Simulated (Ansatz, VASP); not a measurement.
## F: VASP beside Ansatz

INCAR

```
PREC = Accurate ; ENCUT = 520
EDIFF = 1E-7 ; ISMEAR = -1
SIGMA = 0.05 ; LREAL = F
LASPH = T ; NELM = 60
ALGO = Normal ; ISIF = 2
LWAVE = F ; LCHARG = T
LELF = T ; LVHAR = T
NBANDS = 22
```

KPOINTS

```
regular mesh
0
Gamma
  11 11 5
```

POSCAR

```
F
1.0
    2.5048948725     -1.5645935486      0.2572233799
    2.5048948725      1.5645935486      0.2572233799
   -0.7322946802      0.0000000000      6.2333091137
F
4
Direct
    0.8967117595      0.6044793703      0.1022110163
    0.3955206297      0.1032882405      0.3977889837
    0.1032882405      0.3955206297      0.8977889837
    0.6044793703      0.8967117595      0.6022110163
```

Input for Ansatz:

```yaml
crystal:
  lattice:
    - [2.5048948725, -1.5645935486, 0.2572233799]
    - [2.5048948725, 1.5645935486, 0.2572233799]
    - [-0.7322946802, 0.0, 6.2333091137]
  atoms:
    - { symbol: F, position: [0.8967117595, 0.6044793703, 0.1022110163] }
    - { symbol: F, position: [0.3955206297, 0.1032882405, 0.3977889837] }
    - { symbol: F, position: [0.1032882405, 0.3955206297, 0.8977889837] }
    - { symbol: F, position: [0.6044793703, 0.8967117595, 0.6022110163] }
hamiltonian:
  xc: lda
  pseudopotentials:
    kind: paw
    azcp:
      F: "pseudopotentials/F.paw.azcp"
basis:
  ecutwfc: 420
  fft_grid_basis: typed
kpoints:
  mp_grid: { grid: [11, 11, 5], shift: [0, 0, 0] }
magnetization:
  spin_polarized: false
scf:
  occupations: { method: fermi_dirac, width: 0.05 }
output:
  stress: true
```

Alike in both runs: task single point; functional LDA; k mesh 11 × 11 × 5; occupations fermi-dirac, width 0.05 eV; no spin polarisation.

|  | VASP | Ansatz |
| --- | --- | --- |
| version | VASP 6.6.1 | Ansatz 0.2.0 |
| potentials or method | VASP PAW LDA potentials, release 64 (F), cutoff 520 eV | plane waves (420 eV) with PAW, scalar-relativistic |
| valence electrons in the cell | 28 | 28 |

VASP gave:

| Item | Value |
| --- | --- |
| pressure (GPa) | -4.2 |
| traceless stress, the component that is largest in VASP (GPa) | -3.47 |

Task: What did Ansatz give for the same quantities?

Result: Pressure (GPa): -5.0; traceless stress, the component that is largest in VASP (GPa): -5.49.

Ansatz warns that its potentials were made for another functional, while VASP's fit it. LDA's correlation is that of Perdew and Zunger in VASP and of Perdew and Wang (1992) in Ansatz.
